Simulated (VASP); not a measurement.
# P (Im-3m) in VASP: notebook, part 2 of 2

VASP 6.6.1. The steps go on from the part before.

### 3 Single point, r2SCAN+D3(BJ) (11.17 Å³/atom)

This run uses another cell than the first one, of 11.17 Å³/atom.

File POSCAR:

```
P
1.0
   -1.4082650355      1.4082650355      1.4082650355
    1.4082650355     -1.4082650355      1.4082650355
    1.4082650355      1.4082650355     -1.4082650355
P
1
Direct
    0.0000000000      0.0000000000      0.0000000000
```

File INCAR.step1:

```
SYSTEM = P
PREC = Accurate
ENCUT = 520
ISMEAR = 0
SIGMA = 0.05
LREAL = .FALSE.
LASPH = .TRUE.
NELM = 60
NBANDS = 8
GGA = PE
ALGO = Normal
EDIFF = 1E-4
LWAVE = .TRUE.
LCHARG = .FALSE.
```

File INCAR.step2:

```
SYSTEM = P
PREC = Accurate
ENCUT = 520
EDIFF = 1E-6
ISMEAR = 0
SIGMA = 0.05
LREAL = .FALSE.
LASPH = .TRUE.
NELM = 60
ALGO = Normal
ISIF = 2
LWAVE = .FALSE.
LCHARG = .FALSE.
METAGGA = R2SCAN
LMIXTAU = .TRUE.
IVDW = 12
VDW_S6 = 1.0
VDW_S8 = 0.78981345
VDW_A1 = 0.49484001
VDW_A2 = 5.73083694
NBANDS = 8
ISTART = 1
```

File KPOINTS:

```
Automatic mesh
0
G
  22 22 22
  0 0 0
```

Potentials or basis: VASP PAW PBE potentials, release 64 (P).

Launch:

```sh
> cat potpaw_PBE.64/P/POTCAR > POTCAR
> cp INCAR.step1 INCAR
> mpirun -np 1 vasp_std > vasp.out
> cp INCAR.step2 INCAR
> mpirun -np 1 vasp_std > vasp.out
```

OUTCAR:

```text
SYSTEM = P
   PREC = Accurate
   ENCUT = 520
   EDIFF = 1E-6
   ISMEAR = 0
   LREAL = .FALSE.
   LASPH = .TRUE.
   NELM = 60
   ISIF = 2
   METAGGA = R2SCAN
   IVDW = 12
   ISTART = 1
 IVDW          = 12

 ion  position               nearest neighbor table
   1  0.000  0.000  0.000-

  LATTYP: Found a body centered cubic cell.
 ALAT       =     2.8165300710

  Lattice vectors:

 A1 = (  -1.4082650355,   1.4082650355,   1.4082650355)
 A2 = (   1.4082650355,  -1.4082650355,   1.4082650355)
 A3 = (   1.4082650355,   1.4082650355,  -1.4082650355)

Analysis of symmetry for initial positions (statically):
=====================================================================
 Subroutine PRICEL returns:
 Original cell was already a primitive cell.

 Routine SETGRP: Setting up the symmetry group for a
 body centered cubic supercell.

 Subroutine GETGRP returns: Found 48 space group operations
 (whereof 48 operations were pure point group operations)
 out of a pool of 48 trial point group operations.

The static configuration has the point symmetry O_h .

Analysis of symmetry for dynamics (positions and initial velocities):
=====================================================================
 Subroutine PRICEL returns:
 Original cell was already a primitive cell.

 Routine SETGRP: Setting up the symmetry group for a
 body centered cubic supercell.

 Subroutine GETGRP returns: Found 48 space group operations
 (whereof 48 operations were pure point group operations)
 out of a pool of 48 trial point group operations.

The dynamic configuration has the point symmetry O_h .

 Subroutine INISYM returns: Found 48 space group operations
[... 110 lines left out ...]
   ISMEAR =     0;   SIGMA  =   0.05  broadening in eV -4-tet -1-fermi 0-gaus
   EFERMI_NEDOS =   21; number of points for ismear=-14 and -15
   IALGO  =     38    algorithm
   IMIX   =      4    mixing-type and parameters
     AMIX     =   0.40;   BMIX     =  1.00
     AMIX_MAG =   1.60;   BMIX_MAG =  1.00
  volume/ion in A,a.u.               =      11.17        75.39
  Fermi-wavevector in a.u.,A,eV,Ry     =   1.252258  2.366424 21.335973  1.568150
  Thomas-Fermi vector in A             =   2.386167
   LORBIT       =      0    0 simple, 1 ext, 2 COOP (PROOUT), +10 PAW based schemes
   METAGGA = R2SCAN    functional components
   LHFCALC =     F    Hartree Fock is set to
   AEXX    =    0.0000 exact exchange contribution
   IVDW    =    12    specifies the selected vdW correction
   LEPSILON=     F    determine dielectric tensor
   LRPA    =     F    only Hartree local field effects (RPA)
 non-spin polarized calculation
 Gauss-broadening in eV      SIGMA  =   0.05
  energy-cutoff  :      520.00
  volume of cell :       11.17
 maximum number of plane-waves:       321
   NGX =  9   NGY =  9   NGZ =  9

 number of electron       4.9999999 magnetization

 Free energy of the ion-electron system (eV)
  ---------------------------------------------------
  ext. energy  EPLUGINS =         0.00000000
  ---------------------------------------------------
  free energy    TOTEN  =        -7.76150881 eV

  energy without entropy =       -7.76110552  energy(sigma->0) =       -7.76130716

 E-fermi :  14.0050     XC(G=0): -13.5314

 val. band max:       13.9785532678   @ k =   0.2273   0.0455  -0.0000
 cond. band min:      14.0315249192   @ k =   0.1818   0.1364   0.1364
 fundamental gap:      0.0529716514
 Fermi energy:        14.0050116417

 k-point     1 :       0.0000    0.0000    0.0000
  band No.  band energies     occupation
      1      -6.4585      2.00000
      2      24.3741      0.00000
      3      24.3741      0.00000
      4      24.3741      0.00000
      5      27.1767      0.00000
      6      27.1767      0.00000
      7      27.1767      0.00000
      8      32.3557      0.00000
[... 243 lines left out ...]
 k-point    24 :       0.1364    0.0909    0.0000
  band No.  band energies     occupation
      1      -4.9690      2.00000
      2      17.4459      0.00000
      3      19.0380      0.00000
      4      21.8381      0.00000
      5      26.0146      0.00000
      6      27.9184      0.00000
      7      30.2934      0.00000
      8      32.3646      0.00000

 [... further k-points ...]

------------------------ aborting loop because EDIFF is reached ----------------------------------------

 Edisp (eV)   -0.29821

 E8    (eV) :    -0.0853

  FORCE on cell =-STRESS in cart. coord.  units (eV):
  Direction    XX          YY          ZZ          XY          YZ          ZX
  --------------------------------------------------------------------------------------
  -------------------------------------------------------------------------------------
  Total       2.18602     2.18602     2.18602     0.00000     0.00000     0.00000
  in kB     313.51041   313.51041   313.51041     0.00000     0.00000     0.00000
  external pressure =      313.51 kB  Pullay stress =        0.00 kB

 VOLUME and BASIS-vectors are now :
 -----------------------------------------------------------------------------
  energy-cutoff  :      520.00
  volume of cell :       11.17
      direct lattice vectors                 reciprocal lattice vectors
    -1.408265035  1.408265035  1.408265035     0.000000000  0.355046804  0.355046804
     1.408265035 -1.408265035  1.408265035     0.355046804  0.000000000  0.355046804
     1.408265035  1.408265035 -1.408265035     0.355046804  0.355046804  0.000000000

 POSITION                                       TOTAL-FORCE (eV/Angst)
 -----------------------------------------------------------------------------------
      0.00000      0.00000      0.00000        -0.000000      0.000000      0.000000
 -----------------------------------------------------------------------------------
    total drift:                               -0.000000      0.000000      0.000000

  FREE ENERGIE OF THE ION-ELECTRON SYSTEM (eV)
  ---------------------------------------------------
  free  energy   TOTEN  =        -8.0597227310 eV

  energy  without entropy=       -8.0593194453  energy(sigma->0) =       -8.05952109
```

OUTCAR.step1:

```text
SYSTEM = P
   PREC = Accurate
   ENCUT = 520
   ISMEAR = 0
   LREAL = .FALSE.
   LASPH = .TRUE.
[... 480 lines left out ...]
 POSITION                                       TOTAL-FORCE (eV/Angst)
 -----------------------------------------------------------------------------------
      0.00000      0.00000      0.00000         0.000000      0.000000     -0.000000
 -----------------------------------------------------------------------------------
    total drift:                               -0.000000     -0.000000      0.000000

  FREE ENERGIE OF THE ION-ELECTRON SYSTEM (eV)
  ---------------------------------------------------
  free  energy   TOTEN  =        -4.3930259098 eV

  energy  without entropy=       -4.3924795082  energy(sigma->0) =       -4.39275271
```

OSZICAR.step1:

```text
N       E                     dE             d eps       ncg     rms          rms(c)
DAV:   1     0.588193136661E+00    0.58819E+00   -0.22615E+03  5680   0.459E+02
DAV:   2    -0.436972655805E+01   -0.49579E+01   -0.46442E+01  7912   0.475E+01
DAV:   3    -0.439942808052E+01   -0.29702E-01   -0.29607E-01  5688   0.416E+00
DAV:   4    -0.439945030182E+01   -0.22221E-04   -0.22222E-04  8600   0.121E-01
DAV:   5    -0.439945030692E+01   -0.51053E-08   -0.48881E-08  5664   0.948E-04    0.637E+00
DAV:   6    -0.439507093276E+01    0.43794E-02   -0.25464E-03  5824   0.280E-01    0.371E+00
DAV:   7    -0.439302234600E+01    0.20486E-02   -0.49199E-03  5872   0.393E-01    0.811E-02
DAV:   8    -0.439302590977E+01   -0.35638E-05   -0.35108E-05  4960   0.446E-02
   1 F= -.43930259E+01 E0= -.43927527E+01  d E =-.546402E-03
```

It took 1.7 min on 1 thread of Intel Xeon 8259CL, shared host; peak memory 0.14 GiB.

Results:

```yaml
Free_energy: -8.0597 eV
Pressure: 31.4 GPa
Band_gap_on_the_k_mesh: zero (an odd number of electrons rules out a gap without spin polarisation)
Dispersion_energy_per_atom: -0.298 eV
```

Levels at points of the mesh, in eV from the Fermi level:
| k point | band 1 | band 2 | band 3 | band 4 | band 5 | band 6 |
| --- | --- | --- | --- | --- | --- | --- |
| (0.00, 0.00, 0.00) | -20.46 | 10.37 | 10.37 | 10.37 | 13.17 | 13.17 |
| (0.50, 0.00, 0.00) | -11.53 | -10.69 | 3.45 | 7.11 | 7.23 | 9.91 |
| (0.50, 0.50, 0.50) | -3.62 | -3.62 | -3.62 | -2.06 | 1.11 | 1.11 |

Caveat: the cell stands under pressure; the PAW data sets were made with another functional, which shifts forces and pressure a little.

The gap in the log of VASP goes by the Fermi energy; the results here count the filled bands.